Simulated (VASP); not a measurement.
# SiO2 (P4_2/mnm) in VASP: notebook

Runs on SiO2. Level: LDA. Tasks: single point.

Program: VASP 6.6.1. These are calculated values, not measurements. Logs are shortened: lines on timing, memory, paths and dates and some standing lists are left out, and cuts for length are marked.

**1. The cell of the first run**

Symmetry: P4_2/mnm, No. 136, tetragonal system. The conventional cell has a = 4.081 Å, b = 4.081 Å, c = 3.024 Å, α = 90.00°, β = 90.00°, γ = 90.00°. Si (site symmetry mmm) has 6 O at 1.76 to 1.88 Å within 2.3 Å. Within 2.3 Å of O (site symmetry m2m) lie 3 Si at 1.76 to 1.88 Å and 1 O at 2.24 Å.

**2. Single point, LDA (volume 8.393 Å^3 an atom, c/a of the conventional cell 0.7409)**

INCAR reads:

```
SYSTEM = SiO2
ALGO = Normal
EDIFF = 1E-6
ENCUT = 520
ISIF = 2
ISMEAR = 0
LASPH = .True.
LCHARG = .True.
LELF = .True.
LREAL = .False.
LVHAR = .True.
LWAVE = .False.
NBANDS = 25
NELM = 80
PREC = Accurate
SIGMA = 0.05
```

KPOINTS reads:

```
k-points
0
Gamma
  6 6 10
  0 0 0
```

POSCAR reads:

```
SiO2
1.0
    4.0810284863      0.0000000000      0.0000000000
    0.0000000000      4.0810284863      0.0000000000
    0.0000000000      0.0000000000      3.0236340055
Si O
2 4
Direct
    0.5000000000      0.5000000000      0.5000000000
    0.0000000000      0.0000000000      0.0000000000
    0.6944252994      0.6944252994      0.0000000000
    0.1944252994      0.8055747006      0.5000000000
    0.3055747006      0.3055747006      0.0000000000
    0.8055747006      0.1944252994      0.5000000000
```

Potentials or basis: VASP PAW LDA potentials, release 64 (Si, O).

Run with:

```bash
> cat potpaw_LDA.64/Si/POTCAR potpaw_LDA.64/O/POTCAR > POTCAR
> mpirun -np 1 vasp_std > vasp.out
```

OUTCAR:

```text
SYSTEM = SiO2
   EDIFF = 1E-6
   ENCUT = 520
   ISIF = 2
   ISMEAR = 0
   LASPH = .True.
   LREAL = .False.
   NELM = 80
   PREC = Accurate

 ion  position               nearest neighbor table
   1  0.500  0.500  0.500-   4 1.76   6 1.76   5 1.88   3 1.88   3 1.88   5 1.88
   2  0.000  0.000  0.000-   3 1.76   5 1.76   4 1.88   6 1.88   4 1.88   6 1.88
   3  0.694  0.694  0.000-   2 1.76   1 1.88   1 1.88
   4  0.194  0.806  0.500-   1 1.76   2 1.88   2 1.88
   5  0.306  0.306  0.000-   2 1.76   1 1.88   1 1.88
   6  0.806  0.194  0.500-   1 1.76   2 1.88   2 1.88

  LATTYP: Found a simple tetragonal cell.
 ALAT       =     4.0810284863
 C/A-ratio  =     0.7409000000

  Lattice vectors:

 A1 = (   4.0810284863,   0.0000000000,   0.0000000000)
 A2 = (   0.0000000000,   4.0810284863,   0.0000000000)
 A3 = (   0.0000000000,   0.0000000000,   3.0236340055)

Analysis of symmetry for initial positions (statically):
=====================================================================
 Subroutine PRICEL returns:
 Original cell was already a primitive cell.

 Routine SETGRP: Setting up the symmetry group for a
 simple tetragonal supercell.

 Subroutine GETGRP returns: Found 16 space group operations
 (whereof  8 operations were pure point group operations)
 out of a pool of 16 trial point group operations.

The static configuration has the point symmetry D_2h.
 The point group associated with its full space group is D_4h.

Analysis of symmetry for dynamics (positions and initial velocities):
=====================================================================
 Subroutine PRICEL returns:
 Original cell was already a primitive cell.

 Routine SETGRP: Setting up the symmetry group for a
 simple tetragonal supercell.

 Subroutine GETGRP returns: Found 16 space group operations
 (whereof  8 operations were pure point group operations)
 out of a pool of 16 trial point group operations.

The dynamic configuration has the point symmetry D_2h.
 The point group associated with its full space group is D_4h.

 Subroutine INISYM returns: Found 16 space group operations
 (whereof  8 operations are pure point group operations),
 and found     1 'primitive' translations

----------------------------------------------------------------------------------------

                                     Primitive cell

  volume of cell :      50.3580

  direct lattice vectors                    reciprocal lattice vectors
     4.081028486  0.000000000  0.000000000     0.245036270  0.000000000  0.000000000
     0.000000000  4.081028486  0.000000000     0.000000000  0.245036270  0.000000000
     0.000000000  0.000000000  3.023634005     0.000000000  0.000000000  0.330727859

  length of vectors
     4.081028486  4.081028486  3.023634005     0.245036270  0.245036270  0.330727859

  position of ions in fractional coordinates (direct lattice)
     0.500000000  0.500000000  0.500000000
     0.000000000  0.000000000  0.000000000
     0.694425299  0.694425299  0.000000000
     0.194425299  0.805574701  0.500000000
     0.305574701  0.305574701  0.000000000
     0.805574701  0.194425299  0.500000000

  ion indices of the primitive-cell ions
   primitive index   ion index
                 1           1
                 2           2
                 3           3
                 4           4
                 5           5
                 6           6

----------------------------------------------------------------------------------------

 KPOINTS: k-points

Automatic generation of k-mesh.
 Grid dimensions read from file:
 generate k-points for:    6    6   10

 Generating k-lattice:

  Cartesian coordinates                     Fractional coordinates (reciprocal lattice)
     0.040839378  0.000000000  0.000000000     0.166666667  0.000000000  0.000000000
     0.000000000  0.040839378  0.000000000     0.000000000  0.166666667  0.000000000
     0.000000000  0.000000000  0.033072786     0.000000000  0.000000000  0.100000000

  Length of vectors
     0.040839378  0.040839378  0.033072786

  Shift w.r.t. Gamma in fractional coordinates (k-lattice)
     0.000000000  0.000000000  0.000000000

 Subroutine IBZKPT returns following result:
 ===========================================

 Found     60 irreducible k-points:

 Following reciprocal coordinates:
            Coordinates               Weight
  0.000000  0.000000  0.000000      1.000000
  0.166667  0.000000  0.000000      4.000000
  0.333333  0.000000  0.000000      4.000000
  0.500000  0.000000  0.000000      2.000000
  0.166667  0.166667  0.000000      4.000000
  0.333333  0.166667  0.000000      8.000000
[... 16 lines left out ...]
  0.333333  0.000000  0.200000      8.000000
  0.500000  0.000000  0.200000      4.000000
 [... further k-points ...]
   k-points           NKPTS =     60   k-points in BZ     NKDIM =     60   number of bands    NBANDS=     25
   number of dos      NEDOS =    301   number of ions     NIONS =      6
   total plane-waves  NPLWV =  21600
   dimension x,y,z NGX =    30 NGY =   30 NGZ =   24
   dimension x,y,z NGXF=    60 NGYF=   60 NGZF=   48
   ions per type =               2   4
   NGX,Y,Z   is equivalent  to a cutoff of  12.22, 12.22, 13.20 a.u.
   NGXF,Y,Z  is equivalent  to a cutoff of  24.44, 24.44, 26.39 a.u.
 SYSTEM =  SiO2
   PREC   = accura    normal or accurate (medium, high low for compatibility)
   ISTART =      0    job   : 0-new  1-cont  2-samecut
   ICHARG =      2    charge: 1-file 2-atom 10-const
   ISPIN  =      1    spin polarized calculation?
   LNONCOLLINEAR =      F non collinear calculations
   LSORBIT =      F    spin-orbit coupling
   LASPH  =      T    aspherical Exc in radial PAW
   ENCUT  =  520.0 eV  38.22 Ry    6.18 a.u.   7.59  7.59  5.62*2*pi/ulx,y,z
   NELM   =     80;   NELMIN=  2; NELMDL= -5     # of ELM steps
   EDIFF  = 0.1E-05   stopping-criterion for ELM
   LREAL  =      F    real-space projection
   EDIFFG = 0.1E-04   stopping-criterion for IOM
   NSW    =      0    number of steps for IOM
   IBRION =     -1    ionic relax: 0-MD 1-quasi-New 2-CG
   NFREE  =      0    steps in history (QN), initial steepest desc. (CG)
   ISIF   =      2    stress and relaxation
   ISYM   =      2    0-nonsym 1-usesym 2-fastsym
   POTIM  = 0.5000    time-step for ionic-motion
   TEBEG  =    0.0;   TEEND  =   0.0 temperature during run
   PSTRESS=    0.0 pullay stress
   NELECT =      32.0000    total number of electrons
   NUPDOWN=      -1.0000    fix difference up-down
   EMIN   =  10.00;   EMAX   =-10.00  energy-range for DOS
   EFERMI =   0.00;   METHOD = LEGACY
   ISMEAR =     0;   SIGMA  =   0.05  broadening in eV -4-tet -1-fermi 0-gaus
   EFERMI_NEDOS =   21; number of points for ismear=-14 and -15
   IALGO  =     38    algorithm
   IMIX   =      4    mixing-type and parameters
     AMIX     =   0.40;   BMIX     =  1.00
     AMIX_MAG =   1.60;   BMIX_MAG =  1.00
  volume/ion in A,a.u.               =       8.39        56.64
  Fermi-wavevector in a.u.,A,eV,Ry     =   1.407458  2.659709 26.952284  1.980937
  Thomas-Fermi vector in A             =   2.529715
   LORBIT       =      0    0 simple, 1 ext, 2 COOP (PROOUT), +10 PAW based schemes
   GGA     = CA    functional components
   LHFCALC =     F    Hartree Fock is set to
   AEXX    =    0.0000 exact exchange contribution
   IVDW    =     0    specifies the selected vdW correction
   LEPSILON=     F    determine dielectric tensor
   LRPA    =     F    only Hartree local field effects (RPA)
 non-spin polarized calculation
 Gauss-broadening in eV      SIGMA  =   0.05
  energy-cutoff  :      520.00
  volume of cell :       50.36
 maximum number of plane-waves:      1379
   NGX = 15   NGY = 15   NGZ = 11

 number of electron      32.0000015 magnetization

 Free energy of the ion-electron system (eV)
  ---------------------------------------------------
  ext. energy  EPLUGINS =         0.00000000
  ---------------------------------------------------
  free energy    TOTEN  =       -50.73178563 eV

  energy without entropy =      -50.73178563  energy(sigma->0) =      -50.73178563

 E-fermi :   7.2911     XC(G=0): -12.3847

 val. band max:        7.0105634903   @ k =   0.0000   0.0000   0.0000
 cond. band min:      10.7319182510   @ k =   0.0000   0.0000   0.0000
 fundamental gap:      3.7213547607
 Fermi energy:         7.2911449313

 k-point     1 :       0.0000    0.0000    0.0000
  band No.  band energies     occupation
      1     -14.3016      2.00000
      2     -10.7009      2.00000
      3     -10.7009      2.00000
      4     -10.2923      2.00000
      5      -3.2841      2.00000
      6       0.7105      2.00000
[... 17 lines left out ...]
     24      21.6276      0.00000
     25      22.1861      0.00000

 k-point     2 :       0.1667    0.0000    0.0000
  band No.  band energies     occupation
      1     -14.1487      2.00000
      2     -11.2578      2.00000
      3     -10.6333      2.00000
      4     -10.0770      2.00000
      5      -2.9896      2.00000
      6       0.8496      2.00000
[... 17 lines left out ...]
     24      21.0662      0.00000
     25      21.0865      0.00000

 k-point     3 :       0.3333    0.0000    0.0000
  band No.  band energies     occupation
      1     -13.7027      2.00000
      2     -12.1401      2.00000
      3     -10.4516      2.00000
      4     -10.0502      2.00000
      5      -2.2476      2.00000
      6      -0.1668      2.00000
[... 17 lines left out ...]
     24      19.7492      0.00000
     25      20.5989      0.00000

 k-point     4 :       0.5000    0.0000    0.0000
  band No.  band energies     occupation
      1     -13.0052      2.00000
      2     -13.0052      2.00000
      3     -10.2209      2.00000
      4     -10.2209      2.00000
      5      -1.2733      2.00000
      6      -1.2733      2.00000
[... 17 lines left out ...]
     24      19.0665      0.00000
     25      21.5123      0.00000

 k-point     5 :       0.1667    0.1667    0.0000
  band No.  band energies     occupation
      1     -13.9996      2.00000
      2     -11.4086      2.00000
      3     -10.8191      2.00000
      4     -10.0243      2.00000
      5      -2.6976      2.00000
      6       0.6547      2.00000
[... 17 lines left out ...]
     24      20.6953      0.00000
     25      21.0039      0.00000

 k-point     6 :       0.3333    0.1667    0.0000
  band No.  band energies     occupation
      1     -13.5661      2.00000
      2     -12.0908      2.00000
      3     -10.7099      2.00000
      4     -10.1394      2.00000
      5      -1.9779      2.00000
      6      -0.1518      2.00000
[... 17 lines left out ...]
     24      19.7302      0.00000
     25      20.7320      0.00000
[... 393 lines left out ...]
 k-point    21 :       0.0000    0.0000    0.2000
  band No.  band energies     occupation
      1     -13.9033      2.00000
      2     -10.5699      2.00000
      3     -10.5699      2.00000
      4     -10.5426      2.00000
      5      -3.2161      2.00000
      6       0.5191      2.00000
[... 17 lines left out ...]
     24      21.1932      0.00000
     25      21.2083      0.00000

 k-point    22 :       0.1667    0.0000    0.2000
  band No.  band energies     occupation
      1     -13.7582      2.00000
      2     -11.1285      2.00000
      3     -10.5252      2.00000
      4     -10.2699      2.00000
      5      -2.8995      2.00000
      6       0.2511      2.00000
[... 17 lines left out ...]
     24      20.4850      0.00000
     25      20.6687      0.00000

 k-point    23 :       0.3333    0.0000    0.2000
  band No.  band energies     occupation
      1     -13.3371      2.00000
      2     -11.8997      2.00000
      3     -10.4110      2.00000
      4     -10.2087      2.00000
      5      -2.0869      2.00000
      6      -0.0341      2.00000
[... 17 lines left out ...]
     24      19.3663      0.00000
     25      20.9482      0.00000

 k-point    24 :       0.5000    0.0000    0.2000
  band No.  band energies     occupation
      1     -12.6869      2.00000
      2     -12.6869      2.00000
      3     -10.2816      2.00000
      4     -10.2816      2.00000
      5      -1.0356      2.00000
      6      -1.0356      2.00000
[... 17 lines left out ...]
     24      18.9205      0.00000
     25      20.5857      0.00000

 [... further k-points ...]
[... 5 lines left out ...]
  --------------------------------------------------------------------------------------
  -------------------------------------------------------------------------------------
  Total       -2.8061613     -2.8061613    -18.7082430      0.0000000      0.0000000      0.0000000
  in kB      -89.2801152    -89.2801152   -595.2167050      0.0000000      0.0000000      0.0000000
  external PRESSURE =    -257.9256452 kB  Pullay stress =       0.0000000 kB

 VOLUME and BASIS-vectors are now :
 -----------------------------------------------------------------------------
  energy-cutoff  :      520.00
  volume of cell :       50.36
      direct lattice vectors                 reciprocal lattice vectors
     4.081028486  0.000000000  0.000000000     0.245036270  0.000000000  0.000000000
     0.000000000  4.081028486  0.000000000     0.000000000  0.245036270  0.000000000
     0.000000000  0.000000000  3.023634005     0.000000000  0.000000000  0.330727859

 POSITION                                       TOTAL-FORCE (eV/Angst)
 -----------------------------------------------------------------------------------
      2.04051      2.04051      1.51182         0.000000     -0.000000     -0.000000
      0.00000      0.00000      0.00000         0.000000     -0.000000     -0.000000
      2.83397      2.83397      0.00000         0.424914      0.424914     -0.000000
      0.79346      3.28757      1.51182         0.424914     -0.424914     -0.000000
      1.24706      1.24706      0.00000        -0.424914     -0.424914      0.000000
      3.28757      0.79346      1.51182        -0.424914      0.424914     -0.000000
 -----------------------------------------------------------------------------------
    total drift:                               -0.000000      0.000000      0.000000

  FREE ENERGIE OF THE ION-ELECTRON SYSTEM (eV)
  ---------------------------------------------------
  free  energy   TOTEN  =       -50.7317856302 eV

  energy  without entropy=      -50.7317856302  energy(sigma->0) =      -50.73178563
```

Wall time 29 s (1 thread of AMD EPYC 9R45 (Zen 5), shared host); peak memory 0.14 GiB.

What came out:

```
Free energy            : -50.7318 eV
Pressure               : -25.8 GPa
Largest force          : 0.601 eV/Å
Band gap on the k mesh : 3.72 eV, direct
```

Forces on the atoms (eV/Å):
```
Si   0.000  0.000  0.000
Si   0.000  0.000  0.000
O    0.425  0.425  0.000
O    0.425 -0.425  0.000
O   -0.425 -0.425  0.000
O   -0.425  0.425  0.000
```

(Continued in part 2 of 2.)
